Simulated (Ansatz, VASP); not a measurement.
## ScAs2: VASP beside Ansatz

Contents of INCAR:

```
PREC = Accurate
ENCUT = 520
EDIFF = 1E-6
ISMEAR = 0
SIGMA = 0.1
LREAL = False
LASPH = True
NELM = 80
ALGO = Normal
ISIF = 2
LWAVE = False
LCHARG = True
GGA = PE
LELF = True
LVHAR = True
NBANDS = 18
```

Contents of KPOINTS:

```
Automatic mesh
0
Gamma
  6 6 6
```

Contents of POSCAR:

```
ScAs2
1.0
    0.0000000000      3.1007184277      3.1007184277
    3.1007184277      0.0000000000      3.1007184277
    3.1007184277      3.1007184277      0.0000000000
Sc As
1 2
Direct
    0.0000000000      0.0000000000      0.0000000000
    0.2500000000      0.2500000000      0.2500000000
    0.7500000000      0.7500000000      0.7500000000
```

Input for Ansatz:

```yaml
crystal:
  lattice:
    - [0.0, 3.1007184277, 3.1007184277]
    - [3.1007184277, 0.0, 3.1007184277]
    - [3.1007184277, 3.1007184277, 0.0]
  atoms:
    - { symbol: Sc, position: [0.0, 0.0, 0.0] }
    - { symbol: As, position: [0.25, 0.25, 0.25] }
    - { symbol: As, position: [0.75, 0.75, 0.75] }
basis:
  ecutwfc: 420
kpoints:
  mp_grid: { grid: [6, 6, 6] }
hamiltonian:
  xc: pbe
scf:
  occupations: { method: gaussian, width: 0.1 }
  lower_state_search: "off"
output:
  forces: true
  stress: true
  eigenvalues: true
```

Alike in both runs: task single point; functional PBE; k mesh 6 × 6 × 6; occupations gaussian, width 0.1 eV; no spin polarisation.

|  | VASP | Ansatz |
| --- | --- | --- |
| version | VASP 6.6.1 | Ansatz 0.2.0 |
| potentials or method | VASP PAW PBE potentials, release 64 (Sc_sv, As), cutoff 520 eV | scalar-relativistic, plane waves, PAW |
| valence electrons in the cell | 21 | 41 |

```tsv
	VASP	Ansatz	Ansatz less VASP
gap on the k mesh at the Fermi level (eV)	none	none	-
pressure (GPa)	11.5	11.2	-0.30
```

A gap of «none» marks a metal or a gap that the smearing closes. VASP's potentials hold 21 valence electrons a cell and Ansatz's 41, so a difference there can come from the potentials and not from the codes.
